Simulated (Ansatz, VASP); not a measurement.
**One calculation of Mg, two programs**

File INCAR:

```
SYSTEM = Mg
PREC = Accurate
ENCUT = 520
EDIFF = 1E-7
ISMEAR = 0
SIGMA = 0.1
LREAL = .FALSE.
LASPH = .TRUE.
NELM = 60
ALGO = Normal
ISIF = 2
LWAVE = .FALSE.
LCHARG = .TRUE.
GGA = PE
LELF = .TRUE.
LVHAR = .TRUE.
NBANDS = 7
```

KPOINTS

```
regular mesh
0
G
  14 14 14
  0 0 0
```

The input POSCAR:

```
Mg
1.0
   -0.0515281178      2.1963860195      2.1463839958
    2.1963860195     -0.0515281178      2.1463839958
    2.2346281418      2.2346281418     -0.0897702400
Mg
1
Direct
    0.0000000000      0.0000000000      0.0000000000
```

Input for Ansatz:

```yaml
crystal:
  lattice:
    - [-0.0515281178, 2.1963860195, 2.1463839958]
    - [2.1963860195, -0.0515281178, 2.1463839958]
    - [2.2346281418, 2.2346281418, -0.08977024]
  atoms:
    - { symbol: Mg, position: [0.0, 0.0, 0.0] }
basis:
  ecutwfc: 420
kpoints:
  mp_grid: { grid: [14, 14, 14] }
hamiltonian:
  xc: pbe
scf:
  occupations: { method: gaussian, width: 0.1 }
output:
  forces: true
  stress: true
  eigenvalues: true
```

Alike in both runs: task single point; functional PBE; k mesh 14 × 14 × 14; occupations gaussian, width 0.1 eV; no spin polarisation.

```csv
,VASP,Ansatz
version,VASP 6.6.1,Ansatz 0.2.0
potentials or method,"VASP PAW PBE potentials, release 64 (Mg), cutoff 520 eV","scalar-relativistic, plane waves, PAW"
valence electrons in the cell,2,10
```

```tsv
	VASP	Ansatz	Ansatz less VASP
gap on the k mesh at the Fermi level (eV)	none	none	-
pressure (GPa)	2.0	2.1	+0.12
traceless stress, the component that is largest in VASP (GPa)	1.34	1.34	0.000
```

A gap of «none» marks a metal or a gap that the smearing closes. VASP's potentials hold 2 valence electrons a cell and Ansatz's 10, so a difference there can come from the potentials and not from the codes.
